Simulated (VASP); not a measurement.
Here is a VASP 6.6.1 calculation.

File INCAR:

```
PREC = Accurate ; ENCUT = 600
EDIFF = 1E-6 ; ISMEAR = 0
SIGMA = 0.1 ; LREAL = F
LASPH = T ; NELM = 60
ALGO = Fast ; ISIF = 3
LWAVE = F ; LCHARG = F
GGA = PS ; IBRION = 2
NSW = 70 ; EDIFFG = -0.008
PSTRESS = 300.0
```

The input KPOINTS:

```
regular mesh
0
Gamma
  8 8 8
```

POSCAR

```
Pb2O
1.0
    4.9255741743      0.0000000000      0.0000000000
    0.0000000000      4.9255741743      0.0000000000
    0.0000000000      0.0000000000      4.9255741743
Pb O
4 2
Direct
    0.2500000000      0.2500000000      0.2500000000
    0.7500000000      0.7500000000      0.2500000000
    0.2500000000      0.7500000000      0.7500000000
    0.7500000000      0.2500000000      0.7500000000
    0.0000000000      0.0000000000      0.0000000000
    0.5000000000      0.5000000000      0.5000000000
```

Potentials or basis: VASP PAW PBE potentials, release 64 (Pb_d, O).

The run is started by

```bash
$ cat potpaw_PBE.64/Pb_d/POTCAR potpaw_PBE.64/O/POTCAR > POTCAR
$ mpirun -np 1 vasp_std > vasp.out
```

Problem. Predict the relaxed volume.

Solution. 19.39 Å³/atom.

Problem. Estimate the space group after relaxing (to 0.1 Å).

Solution. Pn-3m (No. 224).

Final structure:
```xyz
6
Lattice="4.8817 0.0000 0.0000 0.0000 4.8817 0.0000 0.0000 0.0000 4.8817" Properties=species:S:1:pos:R:3 pbc="T T T"
Pb    1.2204    1.2204    1.2204
Pb    3.6613    3.6613    1.2204
Pb    1.2204    3.6613    3.6613
Pb    3.6613    1.2204    3.6613
O     4.8817    0.0000    4.8817
O     2.4409    2.4409    2.4409
```

Caveat: the cell is relaxed towards a set pressure, so the run minimises the enthalpy, not the energy; the PAW data sets were made with another functional, which shifts forces and pressure a little.
